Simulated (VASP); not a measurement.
# AlFe (P1) in VASP: single point with PBE

Aim: the single point of AlFe with PBE.

Everything below comes from runs of VASP 6.6.1. Logs are shortened: lines on timing, memory, paths and dates and some standing lists are left out, and cuts for length are marked.

## (1) The cell of the first run

The typed cell holds 8 atoms: a = 6.195 Å, b = 6.195 Å, c = 3.098 Å, α = 90.00°, β = 90.00°, γ = 90.00°.

## (2) Single point, PBE, collinear spin, antiferromagnetic start

Contents of INCAR:

```
SYSTEM = AlFe
  PREC = Accurate
  ENCUT = 600
  EDIFF = 1E-6
  ISMEAR = -1
  SIGMA = 0.1
  LREAL = .FALSE.
  LASPH = .TRUE.
  NELM = 200
  ALGO = Normal
  ISIF = 2
  LWAVE = .FALSE.
  LCHARG = .FALSE.
  ISPIN = 2
  MAGMOM = 2 -2 -2 2 0 0 0 0
  LORBIT = 11
  LMAXMIX = 4
  GGA = PE
  NBANDS = 36
  GGA_COMPAT = .FALSE.
```

Contents of KPOINTS:

```
regular mesh
0
G
  1 1 1
  0 0 0
```

Contents of POSCAR:

```
AlFe
1.0
    6.1951931340      0.0000000000      0.0000000000
    0.0000000000      6.1951931340      0.0000000000
    0.0000000000      0.0000000000      3.0975965660
Fe Al
4 4
Direct
    0.0054509800     -0.0034117650      0.0241960780
   -0.0087450980      0.5067843140      0.0289019610
    0.5092156860      0.0045882350      0.0275686270
    0.4958823530      0.4955686270      0.0131372550
    0.2541960780      0.2529411760      0.5278823530
    0.2549019610      0.7532549020      0.5187058820
    0.7456470590      0.2463529410      0.5292941180
    0.7403921570      0.7504313730      0.5258431370
```

Potentials or basis: VASP PAW PBE potentials, release 64 (Fe, Al).

Run with:

```bash
$ cat potpaw_PBE.64/Fe/POTCAR potpaw_PBE.64/Al/POTCAR > POTCAR
$ mpirun -np 1 vasp_gam > vasp.out
```

OUTCAR:

```text
SYSTEM = AlFe
   PREC = Accurate
   ENCUT = 600
   EDIFF = 1E-6
   ISMEAR = -1
   LREAL = .FALSE.
   LASPH = .TRUE.
   NELM = 200
   ISIF = 2
   ISPIN = 2
   LORBIT = 11
   GGA = PE

 ion  position               nearest neighbor table
   1  0.005  0.997  0.024-   6 2.65   6 2.67   5 2.69   5 2.71   7 2.71   8 2.72   7 2.73   8 2.73
                             2 3.04   3 3.07   3 3.12
   2  0.991  0.507  0.029-   8 2.66   8 2.67   6 2.70   7 2.70   7 2.71   6 2.74   5 2.74   5 2.75
                             1 3.04   4 3.07
   3  0.509  0.005  0.028-   7 2.60   7 2.61   8 2.63   8 2.64   6 2.69   5 2.69   5 2.70   6 2.72
                             4 3.04   1 3.07   1 3.12
   4  0.496  0.496  0.013-   5 2.60   7 2.65   5 2.65   8 2.66   6 2.67   6 2.69   8 2.70   7 2.71
                             3 3.04   2 3.07
   5  0.254  0.253  0.528-   4 2.60   4 2.65   3 2.69   1 2.69   3 2.70   1 2.71   2 2.74   2 2.75
                             7 3.04   6 3.10   6 3.10   7 3.15
   6  0.255  0.753  0.519-   1 2.65   1 2.67   4 2.67   3 2.69   4 2.69   2 2.70   3 2.72   2 2.74
                             8 3.01   5 3.10   5 3.10   8 3.19
   7  0.746  0.246  0.529-   3 2.60   3 2.61   4 2.65   2 2.70   2 2.71   4 2.71   1 2.71   1 2.73
                             5 3.04   8 3.07   8 3.12   5 3.15
   8  0.740  0.750  0.526-   3 2.63   3 2.64   2 2.66   4 2.66   2 2.67   4 2.70   1 2.72   1 2.73
                             6 3.01   7 3.07   7 3.12   6 3.19

  LATTYP: Found a simple tetragonal cell.
 ALAT       =     6.1951931340
 C/A-ratio  =     0.4999999998

  Lattice vectors:

 A1 = (   6.1951931340,   0.0000000000,   0.0000000000)
 A2 = (   0.0000000000,   6.1951931340,   0.0000000000)
 A3 = (   0.0000000000,   0.0000000000,   3.0975965660)

Analysis of symmetry for initial positions (statically):
=====================================================================
 Subroutine PRICEL returns:
 Original cell was already a primitive cell.

 Routine SETGRP: Setting up the symmetry group for a
 simple tetragonal supercell.

 Subroutine GETGRP returns: Found  1 space group operations
 (whereof  1 operations were pure point group operations)
 out of a pool of 16 trial point group operations.

The static configuration has the point symmetry C_1 .

Analysis of symmetry for dynamics (positions and initial velocities):
=====================================================================
 Subroutine PRICEL returns:
 Original cell was already a primitive cell.

 Routine SETGRP: Setting up the symmetry group for a
 simple tetragonal supercell.

 Subroutine GETGRP returns: Found  1 space group operations
 (whereof  1 operations were pure point group operations)
 out of a pool of 16 trial point group operations.

The dynamic configuration has the point symmetry C_1 .

Analysis of structural, dynamic, and magnetic symmetry:
=====================================================================
 Subroutine PRICEL returns:
 Original cell was already a primitive cell.

 Routine SETGRP: Setting up the symmetry group for a
 simple tetragonal supercell.

 Subroutine GETGRP returns: Found  1 space group operations
 (whereof  1 operations were pure point group operations)
 out of a pool of 16 trial point group operations.

The overall configuration has the point symmetry C_1 .

 Subroutine INISYM returns: Found  1 space group operations
 (whereof  1 operations are pure point group operations),
 and found     1 'primitive' translations

----------------------------------------------------------------------------------------

                                     Primitive cell

  volume of cell :     118.8871

  direct lattice vectors                    reciprocal lattice vectors
     6.195193134  0.000000000  0.000000000     0.161415468  0.000000000  0.000000000
     0.000000000  6.195193134  0.000000000     0.000000000  0.161415468  0.000000000
     0.000000000  0.000000000  3.097596566     0.000000000  0.000000000  0.322830936

  length of vectors
     6.195193134  6.195193134  3.097596566     0.161415468  0.161415468  0.322830936

  position of ions in fractional coordinates (direct lattice)
     0.005450980  0.996588235  0.024196078
     0.991254902  0.506784314  0.028901961
     0.509215686  0.004588235  0.027568627
     0.495882353  0.495568627  0.013137255
     0.254196078  0.252941176  0.527882353
     0.254901961  0.753254902  0.518705882
     0.745647059  0.246352941  0.529294118
     0.740392157  0.750431373  0.525843137

[... 49 lines left out ...]
   PREC   = accura    normal or accurate (medium, high low for compatibility)
   ISTART =      0    job   : 0-new  1-cont  2-samecut
   ICHARG =      2    charge: 1-file 2-atom 10-const
   ISPIN  =      2    spin polarized calculation?
   LNONCOLLINEAR =      F non collinear calculations
   LSORBIT =      F    spin-orbit coupling
   LASPH  =      T    aspherical Exc in radial PAW
   ENCUT  =  600.0 eV  44.10 Ry    6.64 a.u.  12.37 12.37  6.19*2*pi/ulx,y,z
   NELM   =    200;   NELMIN=  2; NELMDL= -5     # of ELM steps
   EDIFF  = 0.1E-05   stopping-criterion for ELM
   LREAL  =      F    real-space projection
   EDIFFG = 0.1E-04   stopping-criterion for IOM
   NSW    =      0    number of steps for IOM
   IBRION =     -1    ionic relax: 0-MD 1-quasi-New 2-CG
   NFREE  =      0    steps in history (QN), initial steepest desc. (CG)
   ISIF   =      2    stress and relaxation
   ISYM   =      2    0-nonsym 1-usesym 2-fastsym
   POTIM  = 0.5000    time-step for ionic-motion
   TEBEG  =    0.0;   TEEND  =   0.0 temperature during run
   PSTRESS=    0.0 pullay stress
   NELECT =      44.0000    total number of electrons
   NUPDOWN=      -1.0000    fix difference up-down
   EMIN   =  10.00;   EMAX   =-10.00  energy-range for DOS
   EFERMI =   0.00;   METHOD = LEGACY
   ISMEAR =    -1;   SIGMA  =   0.10  broadening in eV -4-tet -1-fermi 0-gaus
   EFERMI_NEDOS =   21; number of points for ismear=-14 and -15
   IALGO  =     38    algorithm
   IMIX   =      4    mixing-type and parameters
     AMIX     =   0.40;   BMIX     =  1.00
     AMIX_MAG =   1.60;   BMIX_MAG =  1.00
  volume/ion in A,a.u.               =      14.86       100.29
  Fermi-wavevector in a.u.,A,eV,Ry     =   1.175387  2.221159 18.796918  1.381535
  Thomas-Fermi vector in A             =   2.311768
   LORBIT       =     11    0 simple, 1 ext, 2 COOP (PROOUT), +10 PAW based schemes
   GGA     = PE    functional components
   LHFCALC =     F    Hartree Fock is set to
   AEXX    =    0.0000 exact exchange contribution
   IVDW    =     0    specifies the selected vdW correction
   LEPSILON=     F    determine dielectric tensor
   LRPA    =     F    only Hartree local field effects (RPA)
 spin polarized calculation
  energy-cutoff  :      600.00
  volume of cell :      118.89
 maximum number of plane-waves:      2027
 NGX is ok and might be reduce to    50
   NGX = 25   NGY = 25   NGZ = 13

 number of electron      43.9999988 magnetization       0.3714748

 Free energy of the ion-electron system (eV)
  ---------------------------------------------------
  ext. energy  EPLUGINS =         0.00000000
  ---------------------------------------------------
  free energy    TOTEN  =       -58.17051134 eV

  energy without entropy =      -57.84362177  energy(sigma->0) =      -58.00706656

 E-fermi :   7.2133     XC(G=0): -11.0836

 val. band max:        7.0697897064   @ k =   0.0000   0.0000   0.0000
 cond. band min:       7.2202523725   @ k =   0.0000   0.0000   0.0000
 fundamental gap:      0.1504626661
 Fermi energy:         7.2133497877

 spin component 1

 k-point     1 :       0.0000    0.0000    0.0000
  band No.  band energies     occupation
      1      -3.2907      1.00000
      2       0.1256      1.00000
      3       0.1319      1.00000
      4       0.7988      1.00000
      5       0.8710      1.00000
      6       1.7410      1.00000
[... 26 lines left out ...]
     33      14.0356      0.00000
     34      14.0425      0.00000
 Fermi energy:         7.2133497877

 spin component 2

 k-point     1 :       0.0000    0.0000    0.0000
  band No.  band energies     occupation
      1      -3.2886      1.00000
      2       0.1301      1.00000
      3       0.1314      1.00000
      4       0.7957      1.00000
      5       0.9260      1.00000
      6       1.7460      1.00000
[... 26 lines left out ...]
     33      14.0360      0.00000
     34      14.0404      0.00000
 [bands above 34 left out]

------------------------ aborting loop because EDIFF is reached ----------------------------------------

  FORCE on cell =-STRESS in cart. coord.  units (eV):
  Direction    XX          YY          ZZ          XY          YZ          ZX
  --------------------------------------------------------------------------------------
  -------------------------------------------------------------------------------------
  Total       11.7945590     12.0942476    -58.4416052     -0.0407128      0.0163775     -0.0071396
  in kB      158.9489760    162.9877191   -787.5863200     -0.5486642      0.2207106     -0.0962165
  external PRESSURE =    -155.2165416 kB  Pullay stress =       0.0000000 kB

 VOLUME and BASIS-vectors are now :
 -----------------------------------------------------------------------------
  energy-cutoff  :      600.00
  volume of cell :      118.89
      direct lattice vectors                 reciprocal lattice vectors
     6.195193134  0.000000000  0.000000000     0.161415468  0.000000000  0.000000000
     0.000000000  6.195193134  0.000000000     0.000000000  0.161415468  0.000000000
     0.000000000  0.000000000  3.097596566     0.000000000  0.000000000  0.322830936

 POSITION                                       TOTAL-FORCE (eV/Angst)
 -----------------------------------------------------------------------------------
      0.03377      6.17406      0.07495        -0.181214      0.085975      0.036465
      6.14102      3.13963      0.08953         0.279452     -0.133975     -0.054882
      3.15469      0.02843      0.08540        -0.405366     -0.069079     -0.045038
      3.07209      3.07014      0.04069         0.140614      0.127697      0.182271
      1.57479      1.56702      1.63517        -0.098979     -0.092913     -0.060445
      1.57917      4.66656      1.60674         0.021905      0.007298      0.026834
      4.61943      1.52620      1.63954         0.152731      0.060332     -0.048409
      4.58687      4.64907      1.62885         0.090857      0.014666     -0.036796
 -----------------------------------------------------------------------------------
    total drift:                                0.000223      0.000482      0.000233

  FREE ENERGIE OF THE ION-ELECTRON SYSTEM (eV)
  ---------------------------------------------------
  free  energy   TOTEN  =       -58.1705113447 eV

  energy  without entropy=      -57.8436217685  energy(sigma->0) =      -58.00706656

 total charge

# of ion       s       p       d       tot
------------------------------------------
    1        0.450   0.327   6.235   7.013
    2        0.449   0.327   6.224   7.000
    3        0.459   0.332   6.322   7.113
    4        0.454   0.332   6.296   7.082
    5        0.450   0.303   0.000   0.753
    6        0.450   0.303   0.000   0.753
    7        0.450   0.306   0.000   0.756
    8        0.450   0.306   0.000   0.756
--------------------------------------------------
tot          3.612   2.537  25.078  31.227

 magnetization (x)

# of ion       s       p       d       tot
------------------------------------------
    1        0.004   0.019   2.587   2.610
    2       -0.006  -0.019  -2.604  -2.630
    3       -0.004  -0.015  -2.003  -2.023
    4        0.003   0.018   2.402   2.423
    5       -0.001  -0.002   0.000  -0.003
    6       -0.001  -0.001   0.000  -0.001
    7        0.001  -0.001   0.000   0.000
    8        0.001  -0.000   0.000   0.001
--------------------------------------------------
tot         -0.003   0.000   0.381   0.378
```

Wall time 1.9 min (1 thread of AMD EPYC 7R43 (Zen 3), shared host); peak memory 0.26 GiB.

Results:

| Property | Result |
| --- | --- |
| Free energy | -58.1705 eV |
| Pressure | -15.5 GPa |
| Largest force | 0.414 eV/Å |
| Net moment | 0.37 μB per cell |
| Site moments | Fe +2.61, -2.63, -2.02, +2.42; Al -0.00, +0.00 (each value once) μB |
| Valence electrons inside the program's atomic spheres | Fe 7.01, 7.00, 7.11, 7.08; Al 0.75, 0.76 (each value once) |

Forces in eV/Å, atoms in the order of the input:
```
Fe  -0.181  0.086  0.036
Fe   0.279 -0.134 -0.055
Fe  -0.405 -0.069 -0.045
Fe   0.141  0.128  0.182
Al  -0.099 -0.093 -0.060
Al   0.022  0.007  0.027
Al   0.153  0.060 -0.048
Al   0.091  0.015 -0.037
```

Caveat: the k points lie up to 2.03 Å⁻¹ apart, too coarse for converged energies, forces and pressures; the antiferromagnetic order is the one typed at the start, and another may lie lower.
